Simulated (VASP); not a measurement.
Runs of VASP 6.6.1 on BN (Qingsongite). The structure is that of space group F-43m (No. 216), or close to it. The cells are those of the table. 

```tsv
cell	gap on the mesh (eV)	pressure (GPa)
a = 2.598 Å, angles 60.0°, 2 atoms	4.28	(c)
a = 2.491 Å, angles 60.0°, 2 atoms	4.43	22.9
a = 2.639 Å, angles 60.0°, 2 atoms	4.23	-39.2
a = 2.556 Å, angles 60.0°, 2 atoms	4.34	(b)
a = 2.619 Å, angles 60.0°, 2 atoms	4.26	(a)
```

Alike in all rows: task single point; level LDA; potentials or basis VASP PAW LDA potentials, release 64 (B, N); no spin polarisation; k mesh 10 × 10 × 10; cutoff (eV) 520; smearing gaussian 0.01 eV.

Q: Estimate the missing entries.

A: (a) -33.1; (b) -10.1; (c) -26.3.

A k mesh can miss the band edges.
